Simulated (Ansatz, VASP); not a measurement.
**One calculation of HfC, two programs**

Contents of INCAR:

```
PREC = Accurate
ENCUT = 520
EDIFF = 1E-7
ISMEAR = -1
SIGMA = 0.05
LREAL = False
LASPH = True
NELM = 80
ALGO = Normal
ISIF = 2
LWAVE = False
LCHARG = True
GGA = PS
LELF = True
LVHAR = True
NBANDS = 14
```

KPOINTS

```
Automatic mesh
0
Gamma
  15 15 15
```

The input POSCAR:

```
HfC
1.0
    0.0000000000      2.3482500000      2.3250000000
    2.3482500000      0.0000000000      2.3250000000
    2.3482500000      2.3482500000      0.0000000000
Hf C
1 1
Direct
    0.5000000000      0.5000000000      0.5000000000
    0.0000000000      0.0000000000      0.0000000000
```

Input for Ansatz:

```yaml
crystal:
  lattice:
    - [0.0, 2.34825, 2.325]
    - [2.34825, 0.0, 2.325]
    - [2.34825, 2.34825, 0.0]
  atoms:
    - { symbol: Hf, position: [0.5, 0.5, 0.5] }
    - { symbol: C, position: [0.0, 0.0, 0.0] }
kpoints:
  mp_grid: { grid: [15, 15, 15] }
  band_path:
    path:
      - [0.0, 0.0, 0.0]
      - [0.0, 0.5, 0.5]
      - [0.25, 0.75, 0.5]
      - [0.0, 0.5, 0.0]
      - [0.0, 0.0, 0.0]
      - [0.5, 0.5, 0.0]
      - [0.3775125, 0.6224875, 0.0]
      - [-0.3775125, 0.3775125, 0.0]
      - [0.0, 0.0, 0.0]
    npoints: 5
scf:
  occupations: { method: fermi_dirac, width: 0.05 }
hamiltonian:
  xc: pbesol
  pseudopotentials: { kind: all_electron, lapw: { basis_error: 0.001 } }
output:
  forces: true
  stress: true
  eigenvalues: true
```

Change from the starting cell: equal xx and yy strain of +1 %.

Alike in both runs: task single point; functional PBEsol; k mesh 15 × 15 × 15; occupations fermi-dirac, width 0.05 eV; no spin polarisation.

|  | VASP | Ansatz |
| --- | --- | --- |
| version | VASP 6.6.1 | Ansatz 0.2.0 |
| potentials or method | VASP PAW PBE potentials, release 64 (Hf_pv, C), cutoff 520 eV | all-electron LAPW, scalar-relativistic |

```tsv
	VASP	Ansatz	Ansatz less VASP
pressure (GPa)	-11.3	-10.7	+0.55
traceless stress, the component that is largest in VASP (GPa)	2.33	2.29	-0.042
```

VASP's potentials were made for PBE, not for PBEsol. Ansatz ran all-electron here, and VASP with PAW potentials.

Neither program's run includes spin-orbit coupling.
